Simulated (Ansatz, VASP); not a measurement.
One calculation of PbS, two programs

File INCAR:

```
SYSTEM = PbS
ALGO = Normal
DIPOL = 0.5 0.5 0.500
EDIFF = 1E-7
ENCUT = 520
IDIPOL = 3
ISIF = 2
ISMEAR = 0
LASPH = .True.
LCHARG = .False.
LDIPOL = .True.
LREAL = .False.
LWAVE = .False.
NBANDS = 50
NELM = 60
PREC = Accurate
SIGMA = 0.05
```

The input KPOINTS:

```
k-points
0
Gamma
  8 8 1
  0 0 0
```

Contents of POSCAR:

```
PbS
1.0
    4.2490215878      0.0000000000      0.0000000000
    0.0000000000      4.2490215878      0.0000000000
    0.0000000000      0.0000000000     24.0135359345
Pb S
4 4
Direct
    0.0000000000      0.0000000000      0.3123238502
    0.5000000000      0.5000000000      0.4374412834
    0.0000000000      0.0000000000      0.5625587166
    0.5000000000      0.5000000000      0.6876761498
    0.5000000000      0.5000000000      0.3123238502
    0.0000000000      0.0000000000      0.4374412834
    0.5000000000      0.5000000000      0.5625587166
    0.0000000000      0.0000000000      0.6876761498
```

Input for Ansatz:

```yaml
crystal:
  lattice:
    - [4.2490215878, 0.0, 0.0]
    - [0.0, 4.2490215878, 0.0]
    - [0.0, 0.0, 24.0135359345]
  atoms:
    - { symbol: Pb, position: [0.0, 0.0, 0.3123238502] }
    - { symbol: S, position: [0.5, 0.5, 0.3123238502] }
    - { symbol: Pb, position: [0.5, 0.5, 0.4374412834] }
    - { symbol: S, position: [0.0, 0.0, 0.4374412834] }
    - { symbol: Pb, position: [0.0, 0.0, 0.5625587166] }
    - { symbol: S, position: [0.5, 0.5, 0.5625587166] }
    - { symbol: Pb, position: [0.5, 0.5, 0.6876761498] }
    - { symbol: S, position: [0.0, 0.0, 0.6876761498] }
basis:
  ecutwfc: 420
kpoints:
  mp_grid: { grid: [8, 8, 1] }
hamiltonian:
  xc: lda
scf:
  occupations: { method: gaussian, width: 0.05 }
output:
  forces: true
  stress: true
  eigenvalues: true
  write_density: true
  write_potential: true
  elf: true
  volumetric_format: npy
efield:
  axis: 3
  dipole_correction: true
  ramp_width: 0.04
```

Alike in both runs: task single point; functional LDA; k mesh 8 × 8 × 1; occupations gaussian, width 0.05 eV; no spin polarisation.

|  | VASP | Ansatz |
| --- | --- | --- |
| version | VASP 6.6.1 | Ansatz 0.2.0 |
| potentials or method | VASP PAW LDA potentials, release 64 (Pb_d, S), cutoff 520 eV | scalar-relativistic, plane waves, PAW |
| valence electrons in the cell | 80 | 80 |

```tsv
	VASP	Ansatz	Ansatz less VASP
gap on the k mesh at the Fermi level (eV)	0.99	1.01	+0.012
least direct gap on the mesh (eV)	0.99	1.01	+0.012
rms of the force components (eV/Å)	0.286	0.287	+0.0009
```

LDA's correlation is that of Perdew and Zunger in VASP and of Perdew and Wang (1992) in Ansatz. Ansatz's warnings: xc potential rough in thin density.

Spin-orbit coupling is off throughout.
